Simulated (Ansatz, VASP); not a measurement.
**One calculation of HfO2, two programs**

```
CELL_PARAMETERS angstrom
0.00000 2.54342 2.54342
2.54342 0.00000 2.54342
2.54342 2.54342 0.00000
ATOMIC_POSITIONS crystal
Hf 0.00000 0.00000 0.00000
O 0.25000 0.25000 0.25000
O 0.75000 0.75000 0.75000
```

Alike in both runs: task single point; functional HSE06; k mesh 4 × 4 × 4; occupations fermi-dirac, width 0.05 eV; no spin polarisation.

|  | VASP | Ansatz |
| --- | --- | --- |
| version | VASP 6.6.1 | Ansatz 0.2.0 development build |
| potentials or method | VASP PAW PBE potentials, release 64 (Hf_pv, O) | plane waves, PAW datasets (generated soft set 1) |
| plane-wave cutoff (eV) | 520 | 420 |
| valence electrons in the cell | 22 | 38 |

|  | VASP | Ansatz | Ansatz less VASP |
| --- | --- | --- | --- |
| gap on the k mesh at the Fermi level (eV) | 5.31 | 5.36 | +0.050 |

The functional is the same, so the differences come from potentials, cutoffs and numerics. VASP's potentials hold 22 valence electrons a cell and Ansatz's 38, so a difference there can come from the potentials and not from the codes. Ansatz's warnings: stress exchange threshold loose, stress scf threshold loose.

The k mesh is coarse, so the values compare programs but aren't converged. Neither program's run includes spin-orbit coupling.
